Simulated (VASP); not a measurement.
# MnAs (P6_3/mmc) in VASP: a series of runs, part 2 of 2

VASP 6.6.1.

## 4. Single point, PBEsol, collinear spin, ferromagnetic start

This run uses another cell than the first one, of 14.43 Å³/atom, 1.062 times its volume.

The input, INCAR:

```
SYSTEM = MnAs
PREC = Accurate ; ENCUT = 520
EDIFF = 1E-6 ; ISMEAR = -1
SIGMA = 0.05 ; LREAL = .False.
LASPH = .True. ; NELM = 150
ALGO = Normal ; ISIF = 2
LWAVE = .False. ; LCHARG = .False.
ISPIN = 2 ; MAGMOM = 0 0 4 4
LORBIT = 11 ; LMAXMIX = 4
GGA = PS ; NBANDS = 30
```

The input, KPOINTS:

```
regular mesh
0
Gamma
  8 8 5
  0 0 0
```

The input, POSCAR:

```
MnAs
1.0
    3.5438321562      0.0000000000      0.0000000000
   -1.7719160781      3.0690486740      0.0000000000
    0.0000000000      0.0000000000      5.3081465088
As Mn
2 2
Direct
    0.6666666667      0.3333333333      0.7500000000
    0.3333333333      0.6666666667      0.2500000000
    0.0000000000      0.0000000000      0.5000000000
    0.0000000000      0.0000000000      0.0000000000
```

Potentials or basis: VASP PAW PBE potentials, release 64 (As, Mn_pv).

On the command line:

```bash
$ cat potpaw_PBE.64/As/POTCAR potpaw_PBE.64/Mn_pv/POTCAR > POTCAR
$ mpirun -np 1 vasp_std > vasp.out
```

OUTCAR:

```text
SYSTEM = MnAs
   PREC = Accurate
   ENCUT = 520
   EDIFF = 1E-6
   ISMEAR = -1
   LREAL = .False.
   LASPH = .True.
   NELM = 150
   ISIF = 2
   ISPIN = 2
   LORBIT = 11
   GGA = PS

 ion  position               nearest neighbor table
   1  0.667  0.333  0.750-   3 2.44   4 2.44   3 2.44   4 2.44   3 2.44   4 2.44
   2  0.333  0.667  0.250-   3 2.44   4 2.44   3 2.44   4 2.44   3 2.44   4 2.44
   3  0.000  0.000  0.500-   1 2.44   2 2.44   2 2.44   1 2.44   1 2.44   2 2.44   4 2.65   4 2.65

   4  0.000  0.000  0.000-   1 2.44   2 2.44   2 2.44   1 2.44   1 2.44   2 2.44   3 2.65   3 2.65

  LATTYP: Found a hexagonal cell.
 ALAT       =     3.5438321562
 C/A-ratio  =     1.4978549420

  Lattice vectors:

 A1 = (   3.5438321562,   0.0000000000,   0.0000000000)
 A2 = (  -1.7719160781,   3.0690486740,   0.0000000000)
 A3 = (   0.0000000000,   0.0000000000,   5.3081465088)

Analysis of symmetry for initial positions (statically):
=====================================================================
 Subroutine PRICEL returns:
 Original cell was already a primitive cell.

 Routine SETGRP: Setting up the symmetry group for a
 hexagonal supercell.

 Subroutine GETGRP returns: Found 24 space group operations
 (whereof 12 operations were pure point group operations)
 out of a pool of 24 trial point group operations.

The static configuration has the point symmetry D_3d.
 The point group associated with its full space group is D_6h.

Analysis of symmetry for dynamics (positions and initial velocities):
=====================================================================
 Subroutine PRICEL returns:
 Original cell was already a primitive cell.

 Routine SETGRP: Setting up the symmetry group for a
 hexagonal supercell.

 Subroutine GETGRP returns: Found 24 space group operations
 (whereof 12 operations were pure point group operations)
 out of a pool of 24 trial point group operations.

The dynamic configuration has the point symmetry D_3d.
 The point group associated with its full space group is D_6h.

Analysis of structural, dynamic, and magnetic symmetry:
=====================================================================
 Subroutine PRICEL returns:
[... 161 lines left out ...]

 E-fermi :   8.3886     XC(G=0): -12.1171

 val. band max:        8.3845352562   @ k =   0.3750   0.2500   0.4000
 cond. band min:       8.3927219865   @ k =   0.1250   0.1250   0.4000
 fundamental gap:      0.0081867303
 Fermi energy:         8.3886420537

 spin component 1

 k-point     1 :       0.0000    0.0000    0.0000
  band No.  band energies     occupation
      1     -40.8363      1.00000
      2     -40.8363      1.00000
      3     -40.8140      1.00000
      4     -40.8140      1.00000
      5     -40.7505      1.00000
      6     -40.5379      1.00000
[... 781 lines left out ...]
     29      18.6056      0.00000
     30      20.6952      0.00000

 [... further k-points ...]

 spin component 2

 k-point     1 :       0.0000    0.0000    0.0000
  band No.  band energies     occupation
      1     -38.4624      1.00000
      2     -38.3216      1.00000
      3     -38.3216      1.00000
      4     -38.2962      1.00000
      5     -38.2962      1.00000
      6     -38.2264      1.00000
[... 781 lines left out ...]
     29      19.0426      0.00000
     30      21.0970      0.00000

 [... further k-points ...]
[... 5 lines left out ...]
  --------------------------------------------------------------------------------------
  -------------------------------------------------------------------------------------
  Total        0.8676037      0.8676037      0.8662007     -0.0000000     -0.0000000     -0.0000000
  in kB       24.0775417     24.0775417     24.0386078     -0.0000000     -0.0000000     -0.0000000
  external PRESSURE =      24.0645637 kB  Pullay stress =       0.0000000 kB

 VOLUME and BASIS-vectors are now :
 -----------------------------------------------------------------------------
  energy-cutoff  :      520.00
  volume of cell :       57.73
      direct lattice vectors                 reciprocal lattice vectors
     3.543832156  0.000000000  0.000000000     0.282180407  0.162916934  0.000000000
    -1.771916078  3.069048674  0.000000000     0.000000000  0.325833868  0.000000000
     0.000000000  0.000000000  5.308146509     0.000000000  0.000000000  0.188389676

 POSITION                                       TOTAL-FORCE (eV/Angst)
 -----------------------------------------------------------------------------------
      1.77192      1.02302      3.98111         0.000000     -0.000000      0.000000
     -0.00000      2.04603      1.32704        -0.000000      0.000000      0.000000
      0.00000      0.00000      2.65407         0.000000      0.000000      0.000000
      0.00000      0.00000      0.00000        -0.000000      0.000000      0.000000
 -----------------------------------------------------------------------------------
    total drift:                                0.000000     -0.000000      0.000000

  FREE ENERGIE OF THE ION-ELECTRON SYSTEM (eV)
  ---------------------------------------------------
  free  energy   TOTEN  =       -30.5326856856 eV

  energy  without entropy=      -30.5086690610  energy(sigma->0) =      -30.52067737

 total charge

# of ion       s       p       d       tot
------------------------------------------
    1        1.209   1.573   0.085   2.867
    2        1.209   1.573   0.085   2.867
    3        0.318   6.318   5.224  11.860
    4        0.318   6.318   5.224  11.860
--------------------------------------------------
tot          3.054  15.782  10.617  29.453

 magnetization (x)

# of ion       s       p       d       tot
------------------------------------------
    1       -0.005  -0.088   0.006  -0.087
    2       -0.005  -0.088   0.006  -0.087
    3        0.025   0.023   2.305   2.352
    4        0.025   0.023   2.305   2.352
--------------------------------------------------
tot          0.040  -0.131   4.621   4.531
```

OSZICAR:

```text
N       E                     dE             d eps       ncg     rms          rms(c)
DAV:   1     0.361604240288E+03    0.36160E+03   -0.19305E+04  3656   0.135E+03
DAV:   2    -0.116672463293E+02   -0.37327E+03   -0.35475E+03  3624   0.395E+02
DAV:   3    -0.324655500887E+02   -0.20798E+02   -0.20334E+02  4172   0.102E+02
DAV:   4    -0.327990520214E+02   -0.33350E+00   -0.33246E+00  3980   0.126E+01
DAV:   5    -0.328029854895E+02   -0.39335E-02   -0.39333E-02  4104   0.148E+00    0.226E+01
DAV:   6    -0.330617623775E+02   -0.25878E+00   -0.21061E+01  3900   0.527E+01    0.178E+01
DAV:   7    -0.306188881879E+02    0.24429E+01   -0.10334E+01  3930   0.366E+01    0.599E+00
DAV:   8    -0.305481193376E+02    0.70769E-01   -0.49028E-01  3936   0.484E+00    0.232E+00
DAV:   9    -0.305326886724E+02    0.15431E-01   -0.47752E-02  4110   0.202E+00    0.825E-01
DAV:  10    -0.305323146352E+02    0.37404E-03   -0.47570E-03  3848   0.537E-01    0.315E-01
DAV:  11    -0.305326850293E+02   -0.37039E-03   -0.52379E-04  4032   0.145E-01    0.118E-01
DAV:  12    -0.305326729617E+02    0.12068E-04   -0.20582E-04  3834   0.101E-01    0.511E-02
DAV:  13    -0.305326850986E+02   -0.12137E-04   -0.24351E-05  4074   0.380E-02    0.186E-02
DAV:  14    -0.305326856856E+02   -0.58696E-06   -0.12489E-06  2724   0.109E-02
   1 F= -.30532686E+02 E0= -.30520677E+02  d E =-.240166E-01  mag=     4.6129
```

stdout:

```text
POSCAR found type information on POSCAR AsMn
 POSCAR found :  2 types and       4 ions
 scaLAPACK will be used
 -----------------------------------------------------------------------------
|                                                                             |
|                                                                             |
|     You enforced a specific xc type in the INCAR file but a different       |
|     I HOPE YOU KNOW WHAT YOU ARE DOING!                                     |
|                                                                             |
 -----------------------------------------------------------------------------

 LDA part: xc-table for (Slater+PW92), standard interpolation
 POSCAR, INCAR and KPOINTS ok, starting setup
 FFT: planning ... GRIDC
 FFT: planning ... GRID_SOFT
 FFT: planning ... GRID
 WAVECAR not read
 entering main loop
```

Run time: 89 s. Hardware: 1 thread of Intel Xeon Platinum 8259CL at 2.50GHz (Skylake/Cascade Lake), shared host; peak memory 0.24 GiB.

What came out:

```yaml
Free_energy: -30.5327 eV
Pressure: 2.4 GPa
Net_moment: 4.61 μB per cell
Site_moments: As -0.09; Mn +2.35 μB
Valence_electrons_inside_the_program's_atomic_spheres: As 2.87; Mn 11.86
```

Caveat: the PAW data sets were made with another functional, which shifts forces and pressure a little; only a ferromagnetic start was run, and an antiferromagnetic order may lie lower in energy.

## 5. The runs side by side

```tsv
cell	gap on the mesh (eV)	pressure (GPa)	moment (μB)
a = 3.466, b = 3.466, c = 5.222 Å, angles 90.0, 90.0, 120.0°, 4 atoms	none	10.4	3.99
a = 3.514, b = 3.514, c = 5.267 Å, angles 90.0, 90.0, 120.0°, 4 atoms	none	5.4	4.37
a = 3.544, b = 3.544, c = 5.308 Å, angles 90.0, 90.0, 120.0°, 4 atoms	none	2.4	4.61
```

Alike in all rows: task single point; level PBEsol; potentials or basis VASP PAW PBE potentials, release 64 (As, Mn_pv); spin collinear, ferromagnetic start; k mesh 8 × 8 × 5; cutoff (eV) 520; smearing fermi-dirac 0.05 eV.

Caveats: the PAW data sets were made with another functional, which shifts forces and pressure a little; only a ferromagnetic start was run, and an antiferromagnetic order may lie lower in energy.

Total energies depend on the potentials used, so only differences within one code and one set of settings carry meaning.
